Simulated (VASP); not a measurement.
Write the native input for VASP 6.6.1 that does the following.

```yaml
Task: single point
Functional: LDA
Potentials_or_basis: VASP PAW LDA potentials, release 64 (Hf_pv, O)
Cutoff: 520 eV
k_mesh: 2 × 2 × 2
Occupations: fermi-dirac, width 0.36 eV
Spin: no spin polarisation
Dipole_correction: no
Further_INCAR_settings: ALGO = Normal; EDIFF = 1e-06; NBANDS = 56
```

The structure of HfO2 lies in POSCAR:

```
HfO2
1.0
    5.3371140000      0.0000000000      0.0000000000
    0.0000000000      5.3962770000      0.0000000000
   -0.9179530000      0.0000000000      5.4510800000
Hf O
4 8
Direct
    0.3165936319      0.4743084908      0.6599426169
    0.8259798283      0.9185406902      0.7996580494
    0.7380959346      0.5202290394      0.2721295596
    0.3415299201      0.0545931945      0.1625182533
    0.4972390789      0.6962392776      0.9998569091
    0.5412200778      0.2456508441      0.4717597247
    0.5877030858      0.2351621312      0.0217204664
    0.4825535217      0.7338948686      0.4512683725
    0.0645402639      0.3168666101      0.3081407721
    0.9394610677      0.8353722390      0.1423938009
    0.9628556308      0.6519309517      0.6236378846
    0.1246625381      0.1268652443      0.8321103341
```

These files were run (other wordings do the same):

INCAR

```
PREC = Accurate
ENCUT = 520
EDIFF = 1E-6
ISMEAR = -1
SIGMA = 0.36
LREAL = False
LASPH = True
NELM = 100
ALGO = Normal
ISIF = 2
LWAVE = False
LCHARG = False
GGA = CA
NBANDS = 56
```

KPOINTS

```
Automatic mesh
0
Gamma
  2 2 2
```

Potentials or basis: VASP PAW LDA potentials, release 64 (Hf_pv, O).

Run with:

```sh
$ cat potpaw_LDA.64/Hf_pv/POTCAR potpaw_LDA.64/O/POTCAR > POTCAR
$ mpirun -np 1 vasp_std > vasp.out
```

It gave:

| Item | Value |
| --- | --- |
| Pressure | -17.6 GPa |
| Largest force | 4.062 eV/Å |
| Band gap on the k mesh | 3.67 eV, indirect (least direct gap 3.72 eV) |

Caveat: the k points lie up to 0.60 Å⁻¹ apart; spin-orbit coupling is left out, which moves the levels of the heavy elements; forces of over 1 eV/Å act on the atoms, so gaps and moduli don't describe the material at rest.

Run time: 54 s on 1 thread of Intel(R) Xeon(R) 6975P-C (Granite Rapids) (shared host), peak memory 0.22 GiB.
